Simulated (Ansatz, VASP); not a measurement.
**Ga4P: VASP beside Ansatz**

File INCAR:

```
PREC = Accurate
ENCUT = 600
EDIFF = 1E-7
ISMEAR = 0
SIGMA = 0.1
LREAL = F
LASPH = T
NELM = 80
ALGO = Normal
ISIF = 3
LWAVE = F
LCHARG = F
GGA = PE
IBRION = 2
NSW = 100
EDIFFG = -0.01
```

The input KPOINTS:

```
Automatic mesh
0
Gamma
  10 10 10
```

The input POSCAR:

```
Ga4P
1.0
   -2.9524555952      2.9524555952      2.9524555952
    2.9524555952     -2.9524555952      2.9524555952
    2.9524555952      2.9524555952     -2.9524555952
Ga P
4 1
Direct
    0.0000000000      0.0000000000      0.5000000000
    0.5000000000      0.0000000000      0.0000000000
    0.5000000000      0.5000000000      0.5000000000
    0.0000000000      0.5000000000      0.0000000000
    0.0000000000      0.0000000000      0.0000000000
```

Input for Ansatz:

```yaml
crystal:
  lattice:
    - [-2.9524555952, 2.9524555952, 2.9524555952]
    - [2.9524555952, -2.9524555952, 2.9524555952]
    - [2.9524555952, 2.9524555952, -2.9524555952]
  atoms:
    - { symbol: Ga, position: [0.0, 0.0, 0.5] }
    - { symbol: Ga, position: [0.5, 0.0, 0.0] }
    - { symbol: Ga, position: [0.5, 0.5, 0.5] }
    - { symbol: Ga, position: [0.0, 0.5, 0.0] }
    - { symbol: P, position: [0.0, 0.0, 0.0] }
basis:
  ecutwfc: 420
kpoints:
  mp_grid: { grid: [10, 10, 10] }
hamiltonian:
  xc: pbe
scf:
  occupations: { method: gaussian, width: 0.1 }
output:
  forces: true
  stress: true
  eigenvalues: true
  write_density: true
  write_potential: true
  elf: true
  volumetric_format: npy
relax:
  adjacent_minimum: "off"
  f_tol: 0.01
  max_steps: 80
  cell: { stress_tol: 0.05 }
```

Change from the starting cell: species swapped into the NiHg4 type (Im-3m, No. 229).

Alike in both runs: task relaxation of cell and atoms; functional PBE; k mesh 10 × 10 × 10; occupations gaussian, width 0.1 eV; no spin polarisation.

```csv
,VASP,Ansatz
version,VASP 6.6.1,Ansatz 0.2.0
potentials or method,"VASP PAW PBE potentials, release 64 (Ga_d, P), cutoff 600 eV","scalar-relativistic, plane waves, PAW"
valence electrons in the cell,57,57
```

```tsv
	VASP	Ansatz	Ansatz less VASP
gap on the k mesh at the Fermi level, each at its own relaxed structure (eV)	none	none	-
relaxed volume (Å³/atom)	21.14	21.08	-0.061
relaxed cell length with the largest relative difference (Å)	5.159	5.154	-0.0050
```

A gap of «none» marks a metal or a gap that the smearing closes.
